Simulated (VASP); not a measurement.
A run of VASP 6.6.1 is set up as follows.

File POSCAR:

```
TaN
1.0
    0.0000000000      2.4911437700      2.4911437700
    2.4911437700      0.0000000000      2.4911437700
    2.4911437700      2.4911437700      0.0000000000
Ta N
1 1
Direct
    0.0000000000      0.0000000000      0.0000000000
    0.2500000000      0.2500000000      0.2500000000
```

Contents of INCAR.step1:

```
PREC = Accurate
ENCUT = 660
ISMEAR = 0
SIGMA = 0.05
LREAL = F
LASPH = T
NELM = 200
ISPIN = 2
MAGMOM = 0 0
LMAXMIX = 4
LDAU = T
LDAUTYPE = 1
LDAUL = 2 -1
LDAUU = 4 0
LDAUJ = 0.9 0
NBANDS = 20
GGA = PE
ALGO = Normal
EDIFF = 1E-5
LWAVE = T
LCHARG = F
GGA_COMPAT = F
```

The input INCAR.step2:

```
PREC = Accurate
ENCUT = 660
EDIFF = 1E-6
ISMEAR = 0
SIGMA = 0.05
LREAL = F
LASPH = T
NELM = 200
ALGO = Normal
ISIF = 2
LWAVE = F
LCHARG = F
ISPIN = 2
MAGMOM = 0 0
LORBIT = 11
LMAXMIX = 4
LDAU = T
LDAUTYPE = 1
LDAUL = 2 -1
LDAUU = 4 0
LDAUJ = 0.9 0
LDAUPRINT = 1
METAGGA = R2SCAN
LMIXTAU = T
NBANDS = 20
ISTART = 1
GGA_COMPAT = F
```

File KPOINTS:

```
Automatic mesh
0
Gamma
  7 7 7
```

Potentials or basis: VASP PAW PBE potentials, release 64 (Ta_sv_GW, N).

The run is started by

```console
$ cat potpaw_PBE.64/Ta_sv_GW/POTCAR potpaw_PBE.64/N/POTCAR > POTCAR
$ cp INCAR.step1 INCAR
$ mpirun -np 1 vasp_std > vasp.out
$ cp INCAR.step2 INCAR
$ mpirun -np 1 vasp_std > vasp.out
```

Question: Estimate the net moment.

Answer: 0.00 μB per cell.

Question: Estimate the pressure.

Answer: -24.8 GPa.

Question: Predict the band gap on the k mesh.

Answer: Zero (filled and empty bands overlap).

Eigenvalues of the final occupation matrices:
| site | spin | trace | eigenvalues |
| --- | --- | --- | --- |
| site 1 d | 1 | 1.00 | 0.14 0.14 0.24 0.24 0.24 |
| site 1 d | 2 | 1.00 | 0.14 0.14 0.24 0.24 0.24 |

Caveat: the PAW data sets were made with another functional, which shifts forces and pressure a little; spin-orbit coupling is left out, which moves the levels of the heavy elements.
